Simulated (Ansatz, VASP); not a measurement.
## Two plane-wave programs on CaBr

```
Ca Br
1.0
     2.12681   -3.03610    0.00000
     2.12681    3.03610    0.00000
     0.00000    0.00000    6.02843
Ca Br
1 1
Cartesian
  0.0000 0.0000 0.0000
  2.1268 0.0000 3.0142
```

Change from the starting cell: species swapped into the LiMg type (Cmmm, No. 65).

Alike in both runs: task single point; functional PBE; k mesh 6 × 6 × 4; occupations gaussian, width 0.1 eV; no spin polarisation.

|  | VASP | Ansatz |
| --- | --- | --- |
| version | VASP 6.6.1 | Ansatz 0.2.0 |
| potentials or method | VASP PAW PBE potentials, release 64 (Ca_sv, Br), cutoff 520 eV | scalar-relativistic, plane waves, PAW |
| valence electrons in the cell | 17 | 17 |

```tsv
	VASP	Ansatz	Ansatz less VASP
gap on the k mesh at the Fermi level (eV)	none	none	-
pressure (GPa)	-2.9	-2.9	0.00
traceless stress, the component that is largest in VASP (GPa)	-8.73	-8.72	+0.007
```

A gap of «none» marks a metal or a gap that the smearing closes. With one functional, cell and mesh, what is left measures potentials, basis and numerics.
